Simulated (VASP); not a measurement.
# KMgF3 (Pm-3m) in VASP: notebook

KMgF3 is run at these levels: PBEsol; tasks: relaxation of cell and atoms, single point.

All numbers are computed with VASP 6.6.1; they aren't measurements. Logs are shortened: lines on timing, memory, paths and dates and some standing lists are left out, and cuts for length are marked.

## Step 1: The cell of the first run

The structure is cubic, space group Pm-3m (No. 221). Conventional cell: a = 3.986 Å, b = 3.986 Å, c = 3.986 Å, α = 90.00°, β = 90.00°, γ = 90.00°. Within 3.7 Å of K (site symmetry m-3m) lie 12 F at 2.82 Å and 8 Mg at 3.45 Å. Mg (site symmetry m-3m) has 6 F at 1.99 Å within 2.6 Å. Within 2.6 Å of F (site symmetry 4/mmm) lie 2 Mg at 1.99 Å.

## Step 2: Relaxation of cell and atoms, PBEsol

Input file INCAR:

```
PREC = Accurate
ENCUT = 600
EDIFF = 1E-6
ISMEAR = 0
SIGMA = 0.02
LREAL = False
LASPH = True
NELM = 60
ALGO = Normal
ISIF = 3
LWAVE = False
LCHARG = False
GGA = PS
IBRION = 2
NSW = 100
EDIFFG = -0.005
```

Input file KPOINTS:

```
regular mesh
0
Gamma
  6 6 6
```

Input file POSCAR:

```
KMgF3
1.0
    3.9859000000      0.0000000000      0.0000000000
    0.0000000000      3.9859000000      0.0000000000
    0.0000000000      0.0000000000      3.9859000000
K Mg F
1 1 3
Direct
    0.5000000000      0.5000000000      0.5000000000
    0.0000000000      0.0000000000      0.0000000000
    0.5000000000      0.0000000000      0.0000000000
    0.0000000000      0.5000000000      0.0000000000
    0.0000000000      0.0000000000      0.5000000000
```

Potentials or basis: VASP PAW PBE potentials, release 64 (K_sv, Mg, F).

Run with:

```
cat potpaw_PBE.64/K_sv/POTCAR potpaw_PBE.64/Mg/POTCAR potpaw_PBE.64/F/POTCAR > POTCAR
mpirun -np 1 vasp_std > vasp.out
```

OUTCAR:

```text
PREC = Accurate
   ENCUT = 600
   EDIFF = 1E-6
   ISMEAR = 0
   LREAL = False
   LASPH = True
   NELM = 60
   ISIF = 3
   GGA = PS
   IBRION = 2
   NSW = 100
   EDIFFG = -0.005

 ion  position               nearest neighbor table
   1  0.500  0.500  0.500-   3 2.82   4 2.82   5 2.82   3 2.82   4 2.82   3 2.82   5 2.82   3 2.82
                             4 2.82   5 2.82   4 2.82   5 2.82   2 3.45   2 3.45   2 3.45   2 3.45
   2  0.000  0.000  0.000-   3 1.99   4 1.99   5 1.99   5 1.99   4 1.99   3 1.99   1 3.45   1 3.45
                             1 3.45   1 3.45   1 3.45   1 3.45   1 3.45   1 3.45
   3  0.500  0.000  0.000-   2 1.99   2 1.99   1 2.82   1 2.82   1 2.82   1 2.82
   4  0.000  0.500  0.000-   2 1.99   2 1.99   1 2.82   1 2.82   1 2.82   1 2.82
   5  0.000  0.000  0.500-   2 1.99   2 1.99   1 2.82   1 2.82   1 2.82   1 2.82

  LATTYP: Found a simple cubic cell.
 ALAT       =     3.9859000000

  Lattice vectors:

 A1 = (   3.9859000000,   0.0000000000,   0.0000000000)
 A2 = (   0.0000000000,   3.9859000000,   0.0000000000)
 A3 = (   0.0000000000,   0.0000000000,   3.9859000000)

Analysis of symmetry for initial positions (statically):
=====================================================================
 Subroutine PRICEL returns:
 Original cell was already a primitive cell.

 Routine SETGRP: Setting up the symmetry group for a
 simple cubic supercell.

 Subroutine GETGRP returns: Found 48 space group operations
 (whereof 48 operations were pure point group operations)
 out of a pool of 48 trial point group operations.

The static configuration has the point symmetry O_h .

Analysis of symmetry for dynamics (positions and initial velocities):
=====================================================================
 Subroutine PRICEL returns:
 Original cell was already a primitive cell.

 Routine SETGRP: Setting up the symmetry group for a
 simple cubic supercell.

 Subroutine GETGRP returns: Found 48 space group operations
 (whereof 48 operations were pure point group operations)
 out of a pool of 48 trial point group operations.

The dynamic configuration has the point symmetry O_h .

 Subroutine INISYM returns: Found 48 space group operations
 (whereof 48 operations are pure point group operations),
 and found     1 'primitive' translations

----------------------------------------------------------------------------------------

                                     Primitive cell

  volume of cell :      63.3256

  direct lattice vectors                    reciprocal lattice vectors
     3.985900000  0.000000000  0.000000000     0.250884367  0.000000000  0.000000000
     0.000000000  3.985900000  0.000000000     0.000000000  0.250884367  0.000000000
     0.000000000  0.000000000  3.985900000     0.000000000  0.000000000  0.250884367

  length of vectors
     3.985900000  3.985900000  3.985900000     0.250884367  0.250884367  0.250884367

  position of ions in fractional coordinates (direct lattice)
     0.500000000  0.500000000  0.500000000
     0.000000000  0.000000000  0.000000000
     0.500000000  0.000000000  0.000000000
     0.000000000  0.500000000  0.000000000
     0.000000000  0.000000000  0.500000000

  ion indices of the primitive-cell ions
   primitive index   ion index
                 1           1
                 2           2
                 3           3
                 4           4
                 5           5

----------------------------------------------------------------------------------------

 KPOINTS: regular mesh

[... 68 lines left out ...]
   ISIF   =      3    stress and relaxation
   ISYM   =      2    0-nonsym 1-usesym 2-fastsym
   POTIM  = 0.5000    time-step for ionic-motion
   TEBEG  =    0.0;   TEEND  =   0.0 temperature during run
   PSTRESS=    0.0 pullay stress
   NELECT =      32.0000    total number of electrons
   NUPDOWN=      -1.0000    fix difference up-down
   EMIN   =  10.00;   EMAX   =-10.00  energy-range for DOS
   EFERMI =   0.00;   METHOD = LEGACY
   ISMEAR =     0;   SIGMA  =   0.02  broadening in eV -4-tet -1-fermi 0-gaus
   EFERMI_NEDOS =   21; number of points for ismear=-14 and -15
   IALGO  =     38    algorithm
   IMIX   =      4    mixing-type and parameters
     AMIX     =   0.40;   BMIX     =  1.00
     AMIX_MAG =   1.60;   BMIX_MAG =  1.00
  volume/ion in A,a.u.               =      12.67        85.47
  Fermi-wavevector in a.u.,A,eV,Ry     =   1.303962  2.464132 23.134232  1.700318
  Thomas-Fermi vector in A             =   2.434930
   LORBIT       =      0    0 simple, 1 ext, 2 COOP (PROOUT), +10 PAW based schemes
   GGA     = PS    functional components
   LHFCALC =     F    Hartree Fock is set to
   AEXX    =    0.0000 exact exchange contribution
   IVDW    =     0    specifies the selected vdW correction
   LEPSILON=     F    determine dielectric tensor
   LRPA    =     F    only Hartree local field effects (RPA)
 conjugate gradient relaxation of ions
 non-spin polarized calculation
 Gauss-broadening in eV      SIGMA  =   0.02
  energy-cutoff  :      600.00
  volume of cell :       63.33
 maximum number of plane-waves:      2176
 NGX is ok and might be reduce to    32
   NGX = 15   NGY = 15   NGZ = 15

--------------------------------------- Ionic step        1  -------------------------------------------

 number of electron      32.0000010 magnetization

 Free energy of the ion-electron system (eV)
  ---------------------------------------------------
  ext. energy  EPLUGINS =         0.00000000
  ---------------------------------------------------
  free energy    TOTEN  =       -25.27015127 eV

  energy without entropy =      -25.27015127  energy(sigma->0) =      -25.27015127

------------------------ aborting loop because EDIFF is reached ----------------------------------------

  FORCE on cell =-STRESS in cart. coord.  units (eV):
  Direction    XX          YY          ZZ          XY          YZ          ZX
  --------------------------------------------------------------------------------------
  -------------------------------------------------------------------------------------
  Total       -0.0657100     -0.0657100     -0.0657100      0.0000000      0.0000000     -0.0000000
  in kB       -1.6625039     -1.6625039     -1.6625039      0.0000000      0.0000000     -0.0000000
  external PRESSURE =      -1.6625039 kB  Pullay stress =       0.0000000 kB

 VOLUME and BASIS-vectors are now :
 -----------------------------------------------------------------------------
  energy-cutoff  :      600.00
  volume of cell :       63.33
      direct lattice vectors                 reciprocal lattice vectors
     3.985900000  0.000000000  0.000000000     0.250884367  0.000000000  0.000000000
     0.000000000  3.985900000  0.000000000     0.000000000  0.250884367  0.000000000
     0.000000000  0.000000000  3.985900000     0.000000000  0.000000000  0.250884367

 POSITION                                       TOTAL-FORCE (eV/Angst)
 -----------------------------------------------------------------------------------
      1.99295      1.99295      1.99295         0.000000      0.000000      0.000000
      0.00000      0.00000      0.00000         0.000000      0.000000      0.000000
      1.99295      0.00000      0.00000         0.000000      0.000000      0.000000
      0.00000      1.99295      0.00000         0.000000      0.000000      0.000000
      0.00000      0.00000      1.99295         0.000000      0.000000      0.000000
 -----------------------------------------------------------------------------------
    total drift:                                0.000000      0.000000     -0.000000

  FREE ENERGIE OF THE ION-ELECTRON SYSTEM (eV)
  ---------------------------------------------------
  free  energy   TOTEN  =       -25.2701512748 eV

  energy  without entropy=      -25.2701512748  energy(sigma->0) =      -25.27015127

--------------------------------------- Ionic step        2  -------------------------------------------

 number of electron      32.0000008 magnetization

 Free energy of the ion-electron system (eV)
  ---------------------------------------------------
  ext. energy  EPLUGINS =         0.00000000
  ---------------------------------------------------
  free energy    TOTEN  =       -25.27022003 eV

  energy without entropy =      -25.27022003  energy(sigma->0) =      -25.27022003

 E-fermi :  -1.5831     XC(G=0):  -9.9542

 val. band max:       -1.7001651051   @ k =   0.5000   0.5000   0.5000
 cond. band min:       5.4389814569   @ k =   0.0000   0.0000   0.0000
 fundamental gap:      7.1391465620
 Fermi energy:        -1.5831160980

 k-point     1 :       0.0000    0.0000    0.0000
  band No.  band energies     occupation
      1     -27.1705      2.00000
      2     -21.7167      2.00000
      3     -21.0437      2.00000
      4     -21.0437      2.00000
      5     -10.7359      2.00000
      6     -10.7359      2.00000
[... 449 lines left out ...]
     19       8.6161      0.00000
     20      12.1191      0.00000

------------------------ aborting loop because EDIFF is reached ----------------------------------------

  FORCE on cell =-STRESS in cart. coord.  units (eV):
  Direction    XX          YY          ZZ          XY          YZ          ZX
  --------------------------------------------------------------------------------------
  -------------------------------------------------------------------------------------
  Total       -0.0090989     -0.0090989     -0.0090989      0.0000000      0.0000000      0.0000000
  in kB       -0.2306473     -0.2306473     -0.2306473      0.0000000      0.0000000      0.0000000
  external PRESSURE =      -0.2306473 kB  Pullay stress =       0.0000000 kB

 VOLUME and BASIS-vectors are now :
 -----------------------------------------------------------------------------
  energy-cutoff  :      600.00
  volume of cell :       63.21
      direct lattice vectors                 reciprocal lattice vectors
     3.983372921  0.000000000 -0.000000000     0.251043530 -0.000000000 -0.000000000
     0.000000000  3.983372921  0.000000000    -0.000000000  0.251043530 -0.000000000
     0.000000000  0.000000000  3.983372921     0.000000000 -0.000000000  0.251043530

 POSITION                                       TOTAL-FORCE (eV/Angst)
 -----------------------------------------------------------------------------------
      1.99169      1.99169      1.99169         0.000000     -0.000000      0.000000
      0.00000      0.00000      0.00000        -0.000000     -0.000000      0.000000
      1.99169      0.00000     -0.00000        -0.000000     -0.000000      0.000000
      0.00000      1.99169      0.00000        -0.000000     -0.000000      0.000000
      0.00000      0.00000      1.99169        -0.000000      0.000000      0.000000
 -----------------------------------------------------------------------------------
    total drift:                                0.000000      0.000000     -0.000000

  FREE ENERGIE OF THE ION-ELECTRON SYSTEM (eV)
  ---------------------------------------------------
  free  energy   TOTEN  =       -25.2702200255 eV

  energy  without entropy=      -25.2702200255  energy(sigma->0) =      -25.27022003

 reached required accuracy - stopping structural energy minimisation
```

Wall time 23 s (1 thread of AMD EPYC 9R14 (Zen 4), shared host); peak memory 0.17 GiB.

What came out:

```
Free energy                            : -25.2702 eV
Relaxed volume                         : 12.64 Å³/atom
Relaxed cell                           : a = 3.983 Å, b = 3.983 Å, c = 3.983 Å, α = 90.00°, β = 90.00°, γ = 90.00°
Space group after relaxing (to 0.05 Å) : Pm-3m (No. 221)
Energy gained by relaxing              : 0.0 meV/atom
Ionic steps                            : 2
Pressure after relaxing                : 0.0 GPa
Band gap on the k mesh                 : 7.14 eV, indirect (least direct gap 7.46 eV)
```

Final structure:
```xyz
5
Lattice="3.9834 0.0000 0.0000 0.0000 3.9834 0.0000 0.0000 0.0000 3.9834" Properties=species:S:1:pos:R:3 pbc="T T T"
K     1.9917    1.9917    1.9917
Mg    0.0000    0.0000    0.0000
F     1.9917    0.0000    0.0000
F     0.0000    1.9917    0.0000
F     0.0000    0.0000    1.9917
```

Caveat: the PAW data sets were made with another functional, which shifts forces and pressure a little. A k mesh can miss the band edges.

## Step 3: Single point, PBEsol

This run uses another cell than the first one, of 12.71 Å³/atom, 1.004 times its volume.

Input file INCAR:

```
ALGO = Normal
EDIFF = 1E-7
ENCUT = 520
GGA = PS
ISIF = 2
ISMEAR = 0
LASPH = True
LCHARG = False
LREAL = False
LWAVE = False
NBANDS = 24
NELM = 100
PREC = Accurate
SIGMA = 0.02
```

Input file KPOINTS:

```
k-points
0
Gamma
  6 6 6
```

POSCAR, as its differences from that of step 2:

```diff
@@ -2,5 +2,5 @@
 1.0
-    3.9859000000      0.0000000000      0.0000000000
-    0.0000000000      3.9859000000      0.0000000000
-    0.0000000000      0.0000000000      3.9859000000
+    3.9908822801      0.0000000000      0.0000000000
+    0.0000000000      3.9908822801      0.0000000000
+    0.0000000000      0.0000000000      3.9908822801
 K Mg F
```

Potentials or basis: VASP PAW PBE potentials, release 64 (K_sv, Mg, F).

Run with:

```
cat potpaw_PBE.64/K_sv/POTCAR potpaw_PBE.64/Mg/POTCAR potpaw_PBE.64/F/POTCAR > POTCAR
mpirun -np 1 vasp_std > vasp.out
```

It took 27 s on 1 thread of AMD EPYC 7R13 (Zen 3), shared host; peak memory 0.15 GiB.

The run converged. Its results:

* Free energy: -25.2631 eV
* Pressure: -0.3 GPa
* Band gap on the k mesh: 7.10 eV, indirect (least direct gap 7.42 eV)

Levels at points of the mesh, in eV from the valence-band top:
```
           k point  band 12  band 13  band 14  band 15  band 16  band 17  band 18  band 19  band 20  band 21
(0.00, 0.00, 0.00)    -0.63    -0.63    -0.32    -0.32    -0.32     7.10     9.94     9.94    12.13    12.13
(0.50, 0.00, 0.00)    -0.88    -0.87    -0.87    -0.53    -0.53     9.93    10.25    11.00    12.72    12.72
(0.50, 0.50, 0.00)    -1.05    -1.05    -0.90    -0.90    -0.02    10.79    11.56    12.41    12.41    12.74
(0.50, 0.50, 0.50)    -1.13    -1.13     0.00     0.00     0.00    10.29    10.29    10.29    13.77    14.07
```

Caveat: the PAW data sets were made with another functional, which shifts forces and pressure a little.
